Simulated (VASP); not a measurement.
Write the native input for VASP 6.6.1 that does the following.

| Property | Result |
| --- | --- |
| Task | single point |
| Functional | PBE |
| Potentials or basis | VASP PAW PBE potentials, release 64 (In_d, Sb) |
| Cutoff | 520 eV |
| k mesh | 14 × 14 × 14 |
| Occupations | gaussian, width 0.15 eV |
| Spin | no spin polarisation |
| Dipole correction | no |
| Further INCAR settings | ALGO = Normal; EDIFF = 1e-06; NBANDS = 16 |

The structure of InSb lies in POSCAR:

```
InSb
1.0
    0.0000000000      3.2083580939      2.6744873071
    3.2083580939      0.0000000000      2.6744873071
    3.2083580939      3.2083580939      0.0000000000
In Sb
1 1
Direct
    0.0000000000      0.0000000000      0.0000000000
    0.5000000000      0.5000000000      0.5000000000
```

These files were run (other wordings do the same):

INCAR

```
SYSTEM = InSb
  PREC = Accurate
  ENCUT = 520
  EDIFF = 1E-6
  ISMEAR = 0
  SIGMA = 0.15
  LREAL = .FALSE.
  LASPH = .TRUE.
  NELM = 80
  ALGO = Normal
  ISIF = 2
  LWAVE = .FALSE.
  LCHARG = .FALSE.
  GGA = PE
  NBANDS = 16
```

KPOINTS

```
Automatic mesh
0
G
  14 14 14
  0 0 0
```

Potentials or basis: VASP PAW PBE potentials, release 64 (In_d, Sb).

Run with:

```bash
$ cat potpaw_PBE.64/In_d/POTCAR potpaw_PBE.64/Sb/POTCAR > POTCAR
$ mpirun -np 1 vasp_std > vasp.out
```

It gave:

```yaml
Pressure: 7.6 GPa
Band_gap_on_the_k_mesh: zero (bands 9 and 10 overlap by 3.46 eV)
```

Caveat: the cell stands under pressure; spin-orbit coupling is left out, which moves the levels of the heavy elements.

It took 3.4 min on 1 thread of Intel(R) Xeon(R) Platinum 8259CL CPU @ 2.50GHz (Skylake/Cascade Lake) (shared host), peak memory 0.36 GiB.
